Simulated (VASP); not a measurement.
# Zr2BiN2 (P4mm) in VASP: single point with PBE

Aim: the single point of Zr2BiN2 with PBE.

Everything below comes from runs of VASP 6.6.1. Logs are shortened: lines on timing, memory, paths and dates and some standing lists are left out, and cuts for length are marked.

## Step 1: The cell of the first run

The structure is tetragonal, space group P4mm (No. 99). Conventional cell: a = 3.869 Å, b = 3.869 Å, c = 6.254 Å, α = 90.00°, β = 90.00°, γ = 90.00°. Within 2.7 Å of Zr (site symmetry 2mm) lie 4 N at 2.04 to 2.49 Å. Within 2.5 Å of Bi (site symmetry 4mm) lie 2 N at 1.87 to 2.18 Å. N (site symmetry 4mm) has 1 Bi at 1.87 Å and 1 N at 2.20 Å and 4 Zr at 2.49 Å within 2.5 Å. N (site symmetry 4mm) has 4 Zr at 2.04 Å and 1 Bi at 2.18 Å and 1 N at 2.20 Å within 2.7 Å.

## Step 2: Single point, PBE

INCAR reads:

```
PREC     = Accurate       # precision mode
ENCUT    = 520            # plane-wave cutoff, eV
EDIFF    = 1E-6           # SCF threshold, eV
ISMEAR   = 0              # smearing method
SIGMA    = 0.1            # smearing width, eV
LREAL    = F              # projectors in reciprocal space
LASPH    = T              # aspherical terms in the spheres
NELM     = 60             # most SCF steps
ALGO     = Normal         # electronic algorithm
ISIF     = 2              # what is computed and relaxed
LWAVE    = F              # write WAVECAR
LCHARG   = F              # write CHGCAR
GGA      = PE             # functional
NBANDS   = 32             # bands
```

KPOINTS reads:

```
Automatic mesh
0
Gamma
  4 4 4
```

POSCAR reads:

```
Zr2BiN2
1.0
    3.8693306900      0.0000000000      0.0000000000
    0.0000000000      3.8693306900      0.0000000000
    0.0000000000      0.0000000000      6.2543751900
Zr Bi N
2 1 2
Direct
    0.5000000000      0.0000000000      0.5489123000
    0.0000000000      0.5000000000      0.5489123000
    0.0000000000      0.0000000000      0.0996258200
    0.0000000000      0.0000000000      0.8001709300
    0.0000000000      0.0000000000      0.4479437600
```

Potentials or basis: VASP PAW PBE potentials, release 64 (Zr_sv, Bi_d, N).

On the command line:

```bash
cat potpaw_PBE.64/Zr_sv/POTCAR potpaw_PBE.64/Bi_d/POTCAR potpaw_PBE.64/N/POTCAR > POTCAR
mpirun -np 1 vasp_std > vasp.out
```

OUTCAR:

```text
PREC = Accurate
   ENCUT = 520
   EDIFF = 1E-6
   ISMEAR = 0
   LREAL = F
   LASPH = T
   NELM = 60
   ISIF = 2
   GGA = PE

 ion  position               nearest neighbor table
   1  0.500  0.000  0.549-   5 2.04   5 2.04   4 2.49   4 2.49   2 2.74   2 2.74   2 2.74   2 2.74
                             3 3.41   3 3.41
   2  0.000  0.500  0.549-   5 2.04   5 2.04   4 2.49   4 2.49   1 2.74   1 2.74   1 2.74   1 2.74
                             3 3.41   3 3.41
   3  0.000  0.000  0.100-   4 1.87   5 2.18   1 3.41   2 3.41   2 3.41   1 3.41
   4  0.000  0.000  0.800-   3 1.87   2 2.49   1 2.49   2 2.49   1 2.49
   5  0.000  0.000  0.448-   1 2.04   2 2.04   2 2.04   1 2.04   3 2.18

  LATTYP: Found a simple tetragonal cell.
 ALAT       =     3.8693306900
 C/A-ratio  =     1.6163971733

  Lattice vectors:

 A1 = (   3.8693306900,   0.0000000000,   0.0000000000)
 A2 = (   0.0000000000,   3.8693306900,   0.0000000000)
 A3 = (   0.0000000000,   0.0000000000,   6.2543751900)

Analysis of symmetry for initial positions (statically):
=====================================================================
 Subroutine PRICEL returns:
 Original cell was already a primitive cell.

 Routine SETGRP: Setting up the symmetry group for a
 simple tetragonal supercell.

 Subroutine GETGRP returns: Found  8 space group operations
 (whereof  8 operations were pure point group operations)
 out of a pool of 16 trial point group operations.

The static configuration has the point symmetry C_4v.

Analysis of symmetry for dynamics (positions and initial velocities):
=====================================================================
 Subroutine PRICEL returns:
 Original cell was already a primitive cell.

 Routine SETGRP: Setting up the symmetry group for a
 simple tetragonal supercell.

 Subroutine GETGRP returns: Found  8 space group operations
 (whereof  8 operations were pure point group operations)
 out of a pool of 16 trial point group operations.

The dynamic configuration has the point symmetry C_4v.

 Subroutine INISYM returns: Found  8 space group operations
 (whereof  8 operations are pure point group operations),
 and found     1 'primitive' translations

----------------------------------------------------------------------------------------

                                     Primitive cell

  volume of cell :      93.6388

  direct lattice vectors                    reciprocal lattice vectors
     3.869330690  0.000000000  0.000000000     0.258442630  0.000000000  0.000000000
     0.000000000  3.869330690  0.000000000     0.000000000  0.258442630  0.000000000
     0.000000000  0.000000000  6.254375190     0.000000000  0.000000000  0.159888073

  length of vectors
     3.869330690  3.869330690  6.254375190     0.258442630  0.258442630  0.159888073

  position of ions in fractional coordinates (direct lattice)
     0.500000000  0.000000000  0.548912300
     0.000000000  0.500000000  0.548912300
     0.000000000  0.000000000  0.099625820
     0.000000000  0.000000000  0.800170930
     0.000000000  0.000000000  0.447943760

  ion indices of the primitive-cell ions
   primitive index   ion index
                 1           1
                 2           2
                 3           3
                 4           4
                 5           5

----------------------------------------------------------------------------------------

 KPOINTS: Automatic mesh

Automatic generation of k-mesh.
 Grid dimensions read from file:
 generate k-points for:    4    4    4

 Generating k-lattice:

  Cartesian coordinates                     Fractional coordinates (reciprocal lattice)
     0.064610658  0.000000000  0.000000000     0.250000000  0.000000000  0.000000000
     0.000000000  0.064610658  0.000000000     0.000000000  0.250000000  0.000000000
     0.000000000  0.000000000  0.039972018     0.000000000  0.000000000  0.250000000

  Length of vectors
     0.064610658  0.064610658  0.039972018

  Shift w.r.t. Gamma in fractional coordinates (k-lattice)
     0.000000000  0.000000000  0.000000000

 Subroutine IBZKPT returns following result:
 ===========================================

 Found     18 irreducible k-points:

 Following reciprocal coordinates:
            Coordinates               Weight
  0.000000  0.000000  0.000000      1.000000
  0.250000  0.000000  0.000000      4.000000
  0.500000  0.000000  0.000000      2.000000
  0.250000  0.250000  0.000000      4.000000
  0.500000  0.250000  0.000000      4.000000
  0.500000  0.500000  0.000000      1.000000
[... 10 lines left out ...]
  0.500000  0.250000  0.500000      4.000000
  0.500000  0.500000  0.500000      1.000000
   k-points           NKPTS =     18   k-points in BZ     NKDIM =     18   number of bands    NBANDS=     32
   number of dos      NEDOS =    301   number of ions     NIONS =      5
   total plane-waves  NPLWV =  43200
   dimension x,y,z NGX =    30 NGY =   30 NGZ =   48
   dimension x,y,z NGXF=    60 NGYF=   60 NGZF=   96
   ions per type =               2   1   2
   NGX,Y,Z   is equivalent  to a cutoff of  12.89, 12.89, 12.76 a.u.
   NGXF,Y,Z  is equivalent  to a cutoff of  25.78, 25.78, 25.52 a.u.
 SYSTEM =  unknown system
   PREC   = accura    normal or accurate (medium, high low for compatibility)
   ISTART =      0    job   : 0-new  1-cont  2-samecut
   ICHARG =      2    charge: 1-file 2-atom 10-const
   ISPIN  =      1    spin polarized calculation?
   LNONCOLLINEAR =      F non collinear calculations
   LSORBIT =      F    spin-orbit coupling
   LASPH  =      T    aspherical Exc in radial PAW
   ENCUT  =  520.0 eV  38.22 Ry    6.18 a.u.   7.19  7.19 11.63*2*pi/ulx,y,z
   NELM   =     60;   NELMIN=  2; NELMDL= -5     # of ELM steps
   EDIFF  = 0.1E-05   stopping-criterion for ELM
   LREAL  =      F    real-space projection
   EDIFFG = 0.1E-04   stopping-criterion for IOM
   NSW    =      0    number of steps for IOM
   IBRION =     -1    ionic relax: 0-MD 1-quasi-New 2-CG
   NFREE  =      0    steps in history (QN), initial steepest desc. (CG)
   ISIF   =      2    stress and relaxation
   ISYM   =      2    0-nonsym 1-usesym 2-fastsym
   POTIM  = 0.5000    time-step for ionic-motion
   TEBEG  =    0.0;   TEEND  =   0.0 temperature during run
   PSTRESS=    0.0 pullay stress
   NELECT =      49.0000    total number of electrons
   NUPDOWN=      -1.0000    fix difference up-down
   EMIN   =  10.00;   EMAX   =-10.00  energy-range for DOS
   EFERMI =   0.00;   METHOD = LEGACY
   ISMEAR =     0;   SIGMA  =   0.10  broadening in eV -4-tet -1-fermi 0-gaus
   EFERMI_NEDOS =   21; number of points for ismear=-14 and -15
   IALGO  =     38    algorithm
   IMIX   =      4    mixing-type and parameters
     AMIX     =   0.40;   BMIX     =  1.00
     AMIX_MAG =   1.60;   BMIX_MAG =  1.00
  volume/ion in A,a.u.               =      18.73       126.38
  Fermi-wavevector in a.u.,A,eV,Ry     =   1.319233  2.492990 23.679265  1.740377
  Thomas-Fermi vector in A             =   2.449146
   LORBIT       =      0    0 simple, 1 ext, 2 COOP (PROOUT), +10 PAW based schemes
   GGA     = PE    functional components
   LHFCALC =     F    Hartree Fock is set to
   AEXX    =    0.0000 exact exchange contribution
   IVDW    =     0    specifies the selected vdW correction
   LEPSILON=     F    determine dielectric tensor
   LRPA    =     F    only Hartree local field effects (RPA)
 non-spin polarized calculation
 Gauss-broadening in eV      SIGMA  =   0.10
  energy-cutoff  :      520.00
  volume of cell :       93.64
 maximum number of plane-waves:      2551
 NGX is ok and might be reduce to    30
   NGX = 15   NGY = 15   NGZ = 23

 number of electron      48.9999997 magnetization

 Free energy of the ion-electron system (eV)
  ---------------------------------------------------
  ext. energy  EPLUGINS =         0.00000000
  ---------------------------------------------------
  free energy    TOTEN  =       -34.34652063 eV

  energy without entropy =      -34.32743986  energy(sigma->0) =      -34.33698025

 E-fermi :   7.5986     XC(G=0): -10.4390

 val. band max:        7.5850190398   @ k =   0.5000   0.2500   0.0000
 cond. band min:       7.6436007474   @ k =   0.2500   0.2500   0.5000
 fundamental gap:      0.0585817077
 Fermi energy:         7.5985952416

 k-point     1 :       0.0000    0.0000    0.0000
  band No.  band energies     occupation
      1     -41.1333      2.00000
      2     -40.5573      2.00000
      3     -19.9790      2.00000
      4     -19.9790      2.00000
      5     -19.3785      2.00000
      6     -18.7556      2.00000
[... 24 lines left out ...]
     31      10.9765      0.00000
     32      13.8148      0.00000

 k-point     2 :       0.2500    0.0000    0.0000
  band No.  band energies     occupation
      1     -41.0493      2.00000
      2     -40.6419      2.00000
      3     -19.8800      2.00000
      4     -19.7608      2.00000
      5     -19.2800      2.00000
      6     -18.8398      2.00000
[... 24 lines left out ...]
     31      11.2667      0.00000
     32      12.6423      0.00000

 k-point     3 :       0.5000    0.0000    0.0000
  band No.  band energies     occupation
      1     -40.8489      2.00000
      2     -40.8429      2.00000
      3     -19.6857      2.00000
      4     -19.3409      2.00000
      5     -19.0511      2.00000
      6     -19.0481      2.00000
[... 24 lines left out ...]
     31      11.0873      0.00000
     32      11.7359      0.00000

 k-point     4 :       0.2500    0.2500    0.0000
  band No.  band energies     occupation
      1     -40.9874      2.00000
      2     -40.6990      2.00000
      3     -20.3837      2.00000
      4     -19.3380      2.00000
      5     -19.1943      2.00000
      6     -19.0491      2.00000
[... 24 lines left out ...]
     31      11.5562      0.00000
     32      11.6216      0.00000

 k-point     5 :       0.5000    0.2500    0.0000
  band No.  band energies     occupation
      1     -40.8423      2.00000
      2     -40.8393      2.00000
      3     -20.5591      2.00000
      4     -19.7314      2.00000
      5     -19.0501      2.00000
      6     -19.0362      2.00000
[... 374 lines left out ...]
     31      11.0247      0.00000
     32      11.1480      0.00000

 k-point    16 :       0.2500    0.2500    0.5000
  band No.  band energies     occupation
      1     -40.9874      2.00000
      2     -40.6990      2.00000
      3     -20.3810      2.00000
      4     -19.3376      2.00000
      5     -19.1976      2.00000
      6     -19.0493      2.00000
[... 24 lines left out ...]
     31      11.6066      0.00000
     32      12.7028      0.00000

 k-point    17 :       0.5000    0.2500    0.5000
  band No.  band energies     occupation
      1     -40.8423      2.00000
      2     -40.8393      2.00000
      3     -20.5546      2.00000
      4     -19.7314      2.00000
      5     -19.0520      2.00000
      6     -19.0349      2.00000
[... 24 lines left out ...]
     31      11.7573      0.00000
     32      11.8161      0.00000

 k-point    18 :       0.5000    0.5000    0.5000
  band No.  band energies     occupation
      1     -40.8357      2.00000
      2     -40.8357      2.00000
      3     -20.9726      2.00000
      4     -20.0290      2.00000
      5     -19.0299      2.00000
      6     -19.0299      2.00000
[... 24 lines left out ...]
     31      11.7331      0.00000
     32      12.1925      0.00000

------------------------ aborting loop because EDIFF is reached ----------------------------------------

  FORCE on cell =-STRESS in cart. coord.  units (eV):
  Direction    XX          YY          ZZ          XY          YZ          ZX
  --------------------------------------------------------------------------------------
  -------------------------------------------------------------------------------------
  Total       12.5133484     12.5133484     25.9284494      0.0000000      0.0000000      0.0000000
  in kB      214.1058292    214.1058292    443.6408224      0.0000000      0.0000000      0.0000000
  external PRESSURE =     290.6174936 kB  Pullay stress =       0.0000000 kB

 VOLUME and BASIS-vectors are now :
 -----------------------------------------------------------------------------
  energy-cutoff  :      520.00
  volume of cell :       93.64
      direct lattice vectors                 reciprocal lattice vectors
     3.869330690  0.000000000  0.000000000     0.258442630  0.000000000  0.000000000
     0.000000000  3.869330690  0.000000000     0.000000000  0.258442630  0.000000000
     0.000000000  0.000000000  6.254375190     0.000000000  0.000000000  0.159888073

 POSITION                                       TOTAL-FORCE (eV/Angst)
 -----------------------------------------------------------------------------------
      1.93467      0.00000      3.43310         0.000000      0.000000      2.332003
      0.00000      1.93467      3.43310         0.000000     -0.000000      2.332003
      0.00000      0.00000      0.62310         0.000000      0.000000      4.703929
      0.00000      0.00000      5.00457         0.000000      0.000000     -8.274948
      0.00000      0.00000      2.80161         0.000000      0.000000     -1.092988
 -----------------------------------------------------------------------------------
    total drift:                                0.000000      0.000000     -0.000536

  FREE ENERGIE OF THE ION-ELECTRON SYSTEM (eV)
  ---------------------------------------------------
  free  energy   TOTEN  =       -34.3465206301 eV

  energy  without entropy=      -34.3274398623  energy(sigma->0) =      -34.33698025
```

Run time: 33 s. Hardware: 1 thread of Intel Xeon 6975P-C (Granite Rapids), shared host; peak memory 0.22 GiB.

Results:

```yaml
Free_energy: -34.3465 eV
Pressure: 29.1 GPa
Largest_force: 8.275 eV/Å
```

Forces in eV/Å, atoms in the order of the input:
```
Zr   0.000  0.000  2.332
Zr   0.000  0.000  2.332
Bi   0.000  0.000  4.704
N    0.000  0.000 -8.275
N    0.000  0.000 -1.093
```

Levels at points of the mesh, in eV from the Fermi level:
| k point | band 20 | band 21 | band 22 | band 23 | band 24 | band 25 | band 26 | band 27 | band 28 | band 29 |
| --- | --- | --- | --- | --- | --- | --- | --- | --- | --- | --- |
| (0.00, 0.00, 0.00) | -3.12 | -2.93 | -2.93 | -2.26 | -2.22 | 1.62 | 2.10 | 2.10 | 2.59 | 3.06 |
| (0.50, 0.00, 0.00) | -3.34 | -3.07 | -2.16 | -1.98 | -0.40 | 1.21 | 1.61 | 1.79 | 1.93 | 2.48 |
| (0.50, 0.50, 0.00) | -3.65 | -3.00 | -1.68 | -1.67 | -0.92 | -0.92 | 0.67 | 0.67 | 1.59 | 3.38 |
| (0.00, 0.00, 0.50) | -3.26 | -2.36 | -2.36 | -2.26 | 0.15 | 1.85 | 2.40 | 2.40 | 2.77 | 2.77 |
| (0.50, 0.00, 0.50) | -4.51 | -2.79 | -1.92 | -0.28 | 1.05 | 1.05 | 1.21 | 1.76 | 2.57 | 2.57 |
| (0.50, 0.50, 0.50) | -3.90 | -3.90 | -1.80 | -1.02 | -1.02 | 0.59 | 0.59 | 1.84 | 2.29 | 3.24 |

Caveat: the k points lie up to 0.41 Å⁻¹ apart; spin-orbit coupling is left out, which moves the levels of the heavy elements; forces of over 1 eV/Å act on the atoms, so gaps and moduli don't describe the material at rest.
